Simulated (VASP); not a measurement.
A run of VASP 6.6.1:

Contents of POSCAR:

```
C
1.0
    2.5174486404      0.0000000000      0.0000000000
    0.0000000000      2.5174486404      0.0000000000
    0.0000000000      0.0000000000     20.4503000000
C
6
Direct
    0.7500000000      0.0000000000      0.3911932218
    0.2500000000      0.0000000000      0.4347159331
    0.2500000000      0.5000000000      0.4782386444
    0.7500000000      0.5000000000      0.5217613556
    0.7500000000      0.0000000000      0.5652840669
    0.2500000000      0.0000000000      0.6088067782
```

INCAR.step1

```
SYSTEM = C
ALGO     = Normal         ! electronic algorithm
DIPOL    = 0.5 0.5 0.500
EDIFF    = 1E-4           ! SCF threshold, eV
ENCUT    = 520            ! plane-wave cutoff, eV
GGA      = PE             ! functional
IDIPOL   = 3            
ISMEAR   = -1             ! smearing method
LASPH    = .True.         ! aspherical terms in the spheres
LCHARG   = .False.        ! write CHGCAR
LDIPOL   = .True.       
LREAL    = .False.        ! projectors in reciprocal space
LWAVE    = .True.         ! write WAVECAR
NBANDS   = 21             ! bands
NELM     = 80             ! most SCF steps
PREC     = Accurate       ! precision mode
SIGMA    = 0.02           ! smearing width, eV
```

INCAR.step2

```
SYSTEM = C
ALGO     = Normal         ! electronic algorithm
DIPOL    = 0.5 0.5 0.500
EDIFF    = 1E-6           ! SCF threshold, eV
ENCUT    = 520            ! plane-wave cutoff, eV
IDIPOL   = 3            
ISIF     = 2              ! what is computed and relaxed
ISMEAR   = -1             ! smearing method
ISTART   = 1            
LASPH    = .True.         ! aspherical terms in the spheres
LCHARG   = .True.         ! write CHGCAR
LDIPOL   = .True.       
LELF     = .True.         ! ELF
LMIXTAU  = .True.       
LREAL    = .False.        ! projectors in reciprocal space
LVACPOTAV= .True.       
LVHAR    = .True.       
LWAVE    = .False.        ! write WAVECAR
METAGGA  = R2SCAN         ! meta-GGA
NBANDS   = 21             ! bands
NELM     = 80             ! most SCF steps
PREC     = Accurate       ! precision mode
SIGMA    = 0.02           ! smearing width, eV
```

The input KPOINTS:

```
k-points
0
Gamma
  10 10 1
  0 0 0
```

Potentials or basis: VASP PAW PBE potentials, release 64 (C).

Launch:

```bash
$ cat potpaw_PBE.64/C/POTCAR > POTCAR
$ cp INCAR.step1 INCAR
$ mpirun -np 1 vasp_std > vasp.out
$ cp INCAR.step2 INCAR
$ mpirun -np 1 vasp_std > vasp.out
```

Hardware: 1 thread of Intel(R) Xeon(R) Platinum 8259CL CPU @ 2.50GHz (Skylake/Cascade Lake) (shared host).

Estimate the wall time of this run.

It took 8.5 min on 1 thread of Intel(R) Xeon(R) Platinum 8259CL CPU @ 2.50GHz (Skylake/Cascade Lake), with other jobs on the host, peak memory 0.27 GiB. Counts: k points 36.
